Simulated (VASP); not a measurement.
Set up this calculation in VASP 6.6.1, as the native input.

- Task: single point
- Functional: PBE
- Potentials or basis: VASP PAW PBE potentials, release 64 (Zr_sv)
- Cutoff: 520 eV
- k mesh: 11 × 11 × 6
- Occupations: fermi-dirac, width 0.3 eV
- Spin: no spin polarisation
- Dipole correction: no
- Further INCAR settings: ALGO = Normal; EDIFF = 1e-06; NBANDS = 19

The structure of Zr lies in POSCAR:

```
Zr
1.0
    3.2318821451      0.0000000000      0.0000000000
   -1.6159410725      2.7988920397      0.0000000000
    0.0000000000      0.0000000000      5.1741041053
Zr
2
Direct
    0.3333333333      0.6666666667      0.2500000000
    0.6666666667      0.3333333333      0.7500000000
```

One way to write it, as run:

INCAR

```
SYSTEM = Zr
PREC = Accurate
ENCUT = 520
EDIFF = 1E-6
ISMEAR = -1
SIGMA = 0.3
LREAL = .FALSE.
LASPH = .TRUE.
NELM = 80
ALGO = Normal
ISIF = 2
LWAVE = .FALSE.
LCHARG = .FALSE.
GGA = PE
NBANDS = 19
```

KPOINTS

```
Automatic mesh
0
G
  11 11 6
  0 0 0
```

Potentials or basis: VASP PAW PBE potentials, release 64 (Zr_sv).

Command:

```console
$ cat potpaw_PBE.64/Zr_sv/POTCAR > POTCAR
$ mpirun -np 1 vasp_std > vasp.out
```

It gave:

```json
{
  "Pressure": "1.3 GPa",
  "Band gap on the k mesh": "zero (band 12 reaches 9.81 eV, above the bottom of band 13 at 8.78 eV)"
}
```

It took 90 s on 1 thread of AMD EPYC 7R13, with other jobs on the host, peak memory 0.15 GiB.
